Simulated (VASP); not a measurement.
Set up this calculation in VASP 6.6.1, as the native input.

| Item | Value |
| --- | --- |
| Task | single point |
| Functional | PBEsol |
| Potentials or basis | VASP PAW PBE potentials, release 64 (Te, Be) |
| Cutoff | 520 eV |
| k mesh | 8 × 8 × 8 |
| Occupations | fermi-dirac, width 0.05 eV |
| Spin | no spin polarisation |
| Dipole correction | no |
| Further INCAR settings | ALGO = Normal; EDIFF = 1e-06; NBANDS = 11 |

The structure of BeTe lies in POSCAR:

```
BeTe
1.0
    0.0000000000      2.5492218114      2.5492218114
    2.5492218114      0.0000000000      2.5492218114
    2.5492218114      2.5492218114      0.0000000000
Te Be
1 1
Direct
    0.7500000000      0.7500000000      0.7500000000
    0.0000000000      0.0000000000      0.0000000000
```

The input as run:

INCAR

```
SYSTEM = BeTe
ALGO = Normal
EDIFF = 1E-6
ENCUT = 520
GGA = PS
ISIF = 2
ISMEAR = -1
LASPH = .True.
LCHARG = .False.
LREAL = .False.
LWAVE = .False.
NBANDS = 11
NELM = 80
PREC = Accurate
SIGMA = 0.05
```

KPOINTS

```
k-points
0
Gamma
  8 8 8
  0 0 0
```

Potentials or basis: VASP PAW PBE potentials, release 64 (Te, Be).

The run is started by

```bash
$ cat potpaw_PBE.64/Te/POTCAR potpaw_PBE.64/Be/POTCAR > POTCAR
$ mpirun -np 1 vasp_std > vasp.out
```

It gave:

* Pressure: 30.7 GPa
* Band gap on the k mesh: 0.95 eV, indirect (least direct gap 3.20 eV)

Caveat: the PAW data sets were made with another functional, which shifts forces and pressure a little; spin-orbit coupling is left out, which moves the levels of the heavy elements.

Run time: 10 s on 1 thread of Intel(R) Xeon(R) Platinum 8375C CPU @ 2.90GHz (Ice Lake) (shared host), peak memory 0.15 GiB.
